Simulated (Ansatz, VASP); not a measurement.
Given: the input of a run of VASP 6.6.1 on Cu.

The input POSCAR:

```
Cu
1.0
    2.5170887971      0.0000000000      0.0000000000
   -1.2585443986      2.1798628419      0.0000000000
    0.0000000000      0.0000000000      4.0849690207
Cu
2
Direct
    0.6666666667      0.3333333333      0.7500000000
    0.3333333333      0.6666666667      0.2500000000
```

File INCAR.step1:

```
ALGO     = Normal         # electronic algorithm
EDIFF    = 1E-5           # SCF threshold, eV
ENCUT    = 520            # plane-wave cutoff, eV
GGA      = PE             # functional
ISIF     = 2              # what is computed and relaxed
ISMEAR   = -1             # smearing method
LASPH    = T              # aspherical terms in the spheres
LCHARG   = F              # write CHGCAR
LREAL    = F              # projectors in reciprocal space
LWAVE    = T              # write WAVECAR
NBANDS   = 18             # bands
NELM     = 60             # most SCF steps
PREC     = Accurate       # precision mode
SIGMA    = 0.05           # smearing width, eV
```

The input INCAR.step2:

```
AEXX     = 0.25           # exact-exchange fraction
ALGO     = Normal         # electronic algorithm
EDIFF    = 1E-6           # SCF threshold, eV
ENCUT    = 520            # plane-wave cutoff, eV
GGA      = PE             # functional
ISIF     = 2              # what is computed and relaxed
ISMEAR   = -1             # smearing method
ISTART   = 1            
LASPH    = T              # aspherical terms in the spheres
LCHARG   = F              # write CHGCAR
LHFCALC  = T              # exact exchange
LREAL    = F              # projectors in reciprocal space
LWAVE    = F              # write WAVECAR
NBANDS   = 18             # bands
NELM     = 60             # most SCF steps
PREC     = Accurate       # precision mode
PRECFOCK = Normal       
SIGMA    = 0.05           # smearing width, eV
```

File KPOINTS:

```
k-points
0
Gamma
  6 6 4
```

Potentials or basis: VASP PAW PBE potentials, release 64 (Cu).

Run with:

```sh
$ cat potpaw_PBE.64/Cu/POTCAR > POTCAR
$ cp INCAR.step1 INCAR
$ mpirun -np 1 vasp_std > vasp.out
$ cp INCAR.step2 INCAR
$ mpirun -np 1 vasp_std > vasp.out
```

Problem. Set up the same calculation for Ansatz 0.2.0. Potentials there: Ansatz PAW.

Solution. As run (the cutoff follows the program's own potentials):

Contents of input.yaml:

```yaml
crystal:
  lattice:
    - [2.5170887971, 0.0, 0.0]
    - [-1.2585443986, 2.1798628419, 0.0]
    - [0.0, 0.0, 4.0849690207]
  atoms:
    - { symbol: Cu, position: [0.6666666667, 0.3333333333, 0.75] }
    - { symbol: Cu, position: [0.3333333333, 0.6666666667, 0.25] }
hamiltonian:
  xc: pbe0
  pseudopotentials: { kind: paw }
kpoints:
  mp_grid: { grid: [6, 6, 4] }
scf:
  occupations: { method: fermi_dirac, width: 0.05 }
output:
  forces: true
  stress: true
  eigenvalues: true
```

Potentials or basis: Ansatz PAW.

Launch:

```bash
$ ansatz run input.yaml --threads 2 --pin off --max-ram 5632MiB --backend cpu --events-out ev --progress --plain --runs-dir out
```

Both were run:

|  | VASP | Ansatz | Ansatz less VASP |
| --- | --- | --- | --- |
| gap on the k mesh at the Fermi level (eV) | none | none | - |
| pressure (GPa) | 11.7 | 11.7 | 0.00 |
| traceless stress, the component that is largest in VASP (GPa) | -1.98 | -1.96 | +0.030 |

A gap of «none» marks a metal or a gap that the smearing closes. VASP's potentials hold 22 valence electrons a cell and Ansatz's 38, so a difference there can come from the potentials and not from the codes.

The k mesh is coarse, so the values compare programs but aren't converged.
